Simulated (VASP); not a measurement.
# YN (sol2) (I4/mmm) in VASP: further runs, part 2 of 2

VASP 6.6.1. Earlier steps stand in the parts before.

## (4) Single point, PBEsol (strained cell)

Input file INCAR:

```
PREC = Accurate ; ENCUT = 600
EDIFF = 1E-6 ; ISMEAR = 0
SIGMA = 0.01 ; LREAL = False
LASPH = True ; NELM = 120
ALGO = Normal ; ISIF = 2
LWAVE = False ; LCHARG = True
GGA = PS ; LELF = True
LVHAR = True ; NBANDS = 15
GGA_COMPAT = False
```

Input file KPOINTS:

```
regular mesh
0
Gamma
  10 10 10
```

Input file POSCAR:

```
YN
1.0
    0.0000000000      2.4260508636      2.4647604998
    2.4260508636      0.0000000000      2.4647604998
    2.4260508636      2.4260508636      0.0000000000
Y N
1 1
Direct
    0.0000000000      0.0000000000      0.0000000000
    0.5000000000      0.5000000000      0.5000000000
```

Potentials or basis: VASP PAW PBE potentials, release 64 (Y_sv, N).

On the command line:

```bash
$ cat potpaw_PBE.64/Y_sv/POTCAR potpaw_PBE.64/N/POTCAR > POTCAR
$ mpirun -np 1 vasp_std > vasp.out
```

OUTCAR:

```text
PREC = Accurate
   ENCUT = 600
   EDIFF = 1E-6
   ISMEAR = 0
   LREAL = False
   LASPH = True
   NELM = 120
   ISIF = 2
   GGA = PS

 ion  position               nearest neighbor table
   1  0.000  0.000  0.000-   2 2.43   2 2.43   2 2.43   2 2.43   2 2.46   2 2.46
   2  0.500  0.500  0.500-   1 2.43   1 2.43   1 2.43   1 2.43   1 2.46   1 2.46

  LATTYP: Found a body centered tetragonal cell.
 ALAT       =     3.4309540343
 C/A-ratio  =     1.4367785025

  Lattice vectors:

 A1 = (  -2.4260508636,   0.0000000000,   2.4647604998)
 A2 = (   2.4260508636,   0.0000000000,   2.4647604998)
 A3 = (   0.0000000000,   2.4260508636,  -2.4647604998)

Analysis of symmetry for initial positions (statically):
=====================================================================
 Subroutine PRICEL returns:
 Original cell was already a primitive cell.

 Routine SETGRP: Setting up the symmetry group for a
 body centered tetragonal supercell.

 Subroutine GETGRP returns: Found 16 space group operations
 (whereof 16 operations were pure point group operations)
 out of a pool of 16 trial point group operations.

The static configuration has the point symmetry D_4h.

Analysis of symmetry for dynamics (positions and initial velocities):
=====================================================================
 Subroutine PRICEL returns:
 Original cell was already a primitive cell.

 Routine SETGRP: Setting up the symmetry group for a
 body centered tetragonal supercell.

 Subroutine GETGRP returns: Found 16 space group operations
 (whereof 16 operations were pure point group operations)
 out of a pool of 16 trial point group operations.

The dynamic configuration has the point symmetry D_4h.

 Subroutine INISYM returns: Found 16 space group operations
 (whereof 16 operations are pure point group operations),
 and found     1 'primitive' translations

----------------------------------------------------------------------------------------

                                     Primitive cell

[... 114 lines left out ...]
   LORBIT       =      0    0 simple, 1 ext, 2 COOP (PROOUT), +10 PAW based schemes
   GGA     = PS    functional components
   LHFCALC =     F    Hartree Fock is set to
   AEXX    =    0.0000 exact exchange contribution
   IVDW    =     0    specifies the selected vdW correction
   LEPSILON=     F    determine dielectric tensor
   LRPA    =     F    only Hartree local field effects (RPA)
 non-spin polarized calculation
 Gauss-broadening in eV      SIGMA  =   0.01
  energy-cutoff  :      600.00
  volume of cell :       29.01
 maximum number of plane-waves:       985
   NGX = 13   NGY = 13   NGZ = 13

 number of electron      16.0000001 magnetization

 Free energy of the ion-electron system (eV)
  ---------------------------------------------------
  ext. energy  EPLUGINS =         0.00000000
  ---------------------------------------------------
  free energy    TOTEN  =       -19.12596570 eV

  energy without entropy =      -19.12596569  energy(sigma->0) =      -19.12596570

 E-fermi :   4.1011     XC(G=0): -11.4787

 val. band max:        4.0722040745   @ k =   0.0000   0.0000   0.0000
 cond. band min:       4.1299331136   @ k =   0.5000   0.0000   0.5000
 fundamental gap:      0.0577290391
 Fermi energy:         4.1010688430

 k-point     1 :       0.0000    0.0000    0.0000
  band No.  band energies     occupation
      1     -36.6146      2.00000
      2     -16.2852      2.00000
      3     -16.2728      2.00000
      4     -16.2728      2.00000
      5      -8.8365      2.00000
      6       4.0018      2.00000
      7       4.0722      1.99996
      8       4.0722      1.99996
      9       7.0574      0.00000
     10       7.2005      0.00000
     11       7.2005      0.00000
     12       8.1250      0.00000
     13       9.1366      0.00000
     14       9.2776      0.00000
[... 401 lines left out ...]
      2     -17.0617      2.00000
      3     -16.5610      2.00000
      4     -16.5190      2.00000
      5      -8.0708      2.00000
      6       1.6043      2.00000
      7       3.1038      2.00000
      8       3.3913      2.00000
      9       5.1540      0.00000
     10      10.7986      0.00000
     11      10.9341      0.00000
     12      11.2278      0.00000
     13      11.2346      0.00000
     14      14.3164      0.00000
     15      17.5238      0.00000

 [... further k-points ...]
[... 5 lines left out ...]
  --------------------------------------------------------------------------------------
  -------------------------------------------------------------------------------------
  Total       -0.1869767     -0.1869767     -0.8771906      0.0000000      0.0000000      0.0000000
  in kB      -10.3250855    -10.3250855    -48.4395409      0.0000000      0.0000000      0.0000000
  external PRESSURE =     -23.0299040 kB  Pullay stress =       0.0000000 kB

 VOLUME and BASIS-vectors are now :
 -----------------------------------------------------------------------------
  energy-cutoff  :      600.00
  volume of cell :       29.01
      direct lattice vectors                 reciprocal lattice vectors
     0.000000000  2.426050864  2.464760500    -0.206096256  0.206096256  0.202859466
     2.426050864  0.000000000  2.464760500     0.206096256 -0.206096256  0.202859466
     2.426050864  2.426050864  0.000000000     0.206096256  0.206096256 -0.202859466

 POSITION                                       TOTAL-FORCE (eV/Angst)
 -----------------------------------------------------------------------------------
      0.00000      0.00000      0.00000         0.000000     -0.000000     -0.000000
      2.42605      2.42605      2.46476        -0.000000      0.000000      0.000000
 -----------------------------------------------------------------------------------
    total drift:                                0.000000      0.000000      0.000000

  FREE ENERGIE OF THE ION-ELECTRON SYSTEM (eV)
  ---------------------------------------------------
  free  energy   TOTEN  =       -19.1259657003 eV

  energy  without entropy=      -19.1259656949  energy(sigma->0) =      -19.12596570
```

stdout:

```text
POSCAR found type information on POSCAR Y N
 POSCAR found :  2 types and       2 ions
 scaLAPACK will be used
 -----------------------------------------------------------------------------
|                                                                             |
|                                                                             |
|     You enforced a specific xc type in the INCAR file but a different       |
|     I HOPE YOU KNOW WHAT YOU ARE DOING!                                     |
|                                                                             |
 -----------------------------------------------------------------------------

 LDA part: xc-table for (Slater+PW92), standard interpolation
 POSCAR, INCAR and KPOINTS ok, starting setup
 FFT: planning ... GRIDC
 FFT: planning ... GRID_SOFT
 FFT: planning ... GRID
 WAVECAR not read
 entering main loop
```

Wall time 43 s (1 thread of AMD EPYC 7R43 (Zen 3), shared host); peak memory 0.19 GiB.

Results:

| Property | Result |
| --- | --- |
| Free energy | -19.1260 eV |
| Pressure | -2.3 GPa |
| Band gap on the k mesh | 0.06 eV, indirect (least direct gap 0.44 eV) |

Stress tensor (GPa, compression positive):
```
-1.03  0.00  0.00
 0.00 -1.03  0.00
 0.00  0.00 -4.84
```

Caveat: the cell differs from its parent crystal (strained cell); the PAW data sets were made with another functional, which shifts forces and pressure a little. A k mesh can miss the band edges.

## (5) Summary

| cell | gap on the mesh (eV) | pressure (GPa) |
| --- | --- | --- |
| a = 3.454, b = 3.454, c = 3.421 Å, angles 60.3, 60.3, 59.4°, 2 atoms | 0.04 | -1.3 |
| a = 3.455, b = 3.455, c = 3.425 Å, angles 60.3, 60.3, 59.4°, 2 atoms | 0.05 | -1.7 |
| a = 3.458, b = 3.458, c = 3.431 Å, angles 60.3, 60.3, 59.5°, 2 atoms | 0.06 | -2.3 |

Alike in all rows: task single point; level PBEsol; potentials or basis VASP PAW PBE potentials, release 64 (Y_sv, N); no spin polarisation; k mesh 10 × 10 × 10; cutoff (eV) 600; smearing gaussian 0.01 eV.

Caveats: the PAW data sets were made with another functional, which shifts forces and pressure a little.

Absolute energies hang on the potentials; compare differences alone.
